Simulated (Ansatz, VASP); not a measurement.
# Ge: VASP beside Ansatz

```
Ge
1.0
    -2.49590    2.65086    1.43695
     2.49590   -2.65086    1.43695
     2.49590    2.65086   -1.43695
Ge
2
Direct
  0.66713 0.92925 0.76019
  0.33824 0.10033 0.26041
```

Alike in both runs: functional RPBE; k mesh 9 × 9 × 9; no spin polarisation.

Ansatz relaxed the structure, and its values are those at the end. VASP's run is a single point on that final structure, the one shown.

|  | VASP | Ansatz |
| --- | --- | --- |
| version | VASP 6.6.1 | Ansatz 0.2.0 |
| potentials or method | VASP PAW PBE potentials, release 64 (Ge_d) | PAW with Ansatz's default frozen-core files, scalar-relativistic |
| plane-wave cutoff (eV) | 520 | 420 |
| occupations | tetrahedron | tetrahedron-uncorrected |
| valence electrons in the cell | 28 | 28 |

|  | VASP | Ansatz | Ansatz less VASP |
| --- | --- | --- | --- |
| gap on the k mesh at the Fermi level (eV) | none | none | - |
| pressure (GPa) | 3.3 | 3.5 | +0.14 |
| rms of the force components (eV/Å) | 0.011 | 0.001 | -0.0093 |

VASP's potentials were made for PBE, not for RPBE. A gap of «none» marks a metal or a gap that the smearing closes. Ansatz's warnings: band table not solved further, forces under tetrahedra, stress scf threshold loose.
